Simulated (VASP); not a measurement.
Wanted: the native input for a VASP 6.6.1 run.

```yaml
Task: single point
Functional: PBE
Potentials_or_basis: VASP PAW PBE potentials, release 64 (P)
Cutoff: 520 eV
k_mesh: 17 × 17 × 10
Occupations: fermi-dirac, width 0.05 eV
Spin: no spin polarisation
Dipole_correction: no
Further_INCAR_settings: ALGO = Normal; EDIFF = 1e-06; NBANDS = 12
```

The structure of P lies in POSCAR:

```
P
1.0
    2.2779902597      0.0000000000      0.0000000000
   -1.1389951298      1.9727974345      0.0000000000
    0.0000000000      0.0000000000      3.7484445440
P
2
Direct
    0.3333333333      0.6666666667      0.2500000000
    0.6666666667      0.3333333333      0.7500000000
```

This isn't the form of P at room conditions, which is orthorhombic.

The input as run:

INCAR

```
SYSTEM = P
PREC = Accurate
ENCUT = 520
EDIFF = 1E-6
ISMEAR = -1
SIGMA = 0.05
LREAL = .False.
LASPH = .True.
NELM = 60
ALGO = Normal
ISIF = 2
LWAVE = .False.
LCHARG = .True.
GGA = PE
LELF = .True.
LVHAR = .True.
NBANDS = 12
```

KPOINTS

```
regular mesh
0
Gamma
  17 17 10
  0 0 0
```

Potentials or basis: VASP PAW PBE potentials, release 64 (P).

Run with:

```bash
$ cat potpaw_PBE.64/P/POTCAR > POTCAR
$ mpirun -np 1 vasp_std > vasp.out
```

Results of the run:

The pressure is 138.9 GPa and the band gap on the k mesh is zero (bands 5 and 6 overlap by 18.24 eV).

Caveat: the cell stands under pressure.

Wall time 15 s on 1 thread of Intel(R) Xeon(R) Platinum 8488C (Sapphire Rapids), with other jobs on the host, peak memory 0.14 GiB.
